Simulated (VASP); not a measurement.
Input of a VASP 6.6.1 run:

File INCAR:

```
PREC = Accurate
ENCUT = 520
EDIFF = 1E-6
ISMEAR = 0
SIGMA = 0.1
LREAL = False
LASPH = True
NELM = 100
ALGO = Normal
ISIF = 2
LWAVE = False
LCHARG = False
GGA = PE
NBANDS = 30
```

The input KPOINTS:

```
Automatic mesh
0
Gamma
  6 6 4
```

Contents of POSCAR:

```
GaRe2Sb3
1.0
    4.9959271507      0.0000000000      0.0000000000
   -2.4979635753      4.3265998279      0.0000000000
    0.0000000000      0.0000000000      5.7266508402
Ga Re Sb
1 2 3
Direct
    0.0000000000      0.0000000000      0.0000000000
    0.3333333333      0.6666666667      0.5000000000
    0.6666666667      0.3333333333      0.5000000000
    0.3333333333      0.6666666667      0.0000000000
    0.6666666667      0.3333333333      0.0000000000
    0.0000000000      0.0000000000      0.5000000000
```

Potentials or basis: VASP PAW PBE potentials, release 64 (Ga_d, Re, Sb).

Run with:

```sh
$ cat potpaw_PBE.64/Ga_d/POTCAR potpaw_PBE.64/Re/POTCAR potpaw_PBE.64/Sb/POTCAR > POTCAR
$ mpirun -np 1 vasp_std > vasp.out
```

Question: Estimate the band gap on the k mesh.

Answer: Zero (bands 21 and 22 overlap by 1.41 eV).

Question: What does it give for the pressure?

Answer: 0.0 GPa.

Stress tensor (GPa, compression positive):
```
 0.11  0.00  0.00
 0.00  0.11  0.00
 0.00  0.00 -0.27
```

Caveat: spin-orbit coupling is left out, which moves the levels of the heavy elements.
